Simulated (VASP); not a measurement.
The system is Ca.

```
Ca
1.0
     0.00000    2.79420    2.79420
     2.79420    0.00000    2.79420
     2.79420    2.79420    0.00000
Ca
1
Direct
  0.00000 0.00000 0.00000
```

Base run:

- Program: VASP 6.6.1
- Functional: r2SCAN
- Potentials or basis: VASP PAW PBE potentials, release 64 (Ca_sv)
- Cutoff: 550 eV
- k mesh: 11 × 11 × 11
- Occupations: fermi-dirac, width 0.08 eV
- Spin: no spin polarisation

Its results: band gap on the k mesh zero (bands 5 and 6 overlap by 0.44 eV); pressure -0.1 GPa.

Problem. The run is repeated on the same cell with these changes: functional from r2SCAN to PBEsol; cutoff from 550 eV to 500 eV. What comes out?

Solution. Band gap on the k mesh zero (bands 5 and 6 overlap by 0.30 eV); pressure -1.2 GPa.

Caveats: the PAW data sets were made with another functional, which shifts forces and pressure a little.
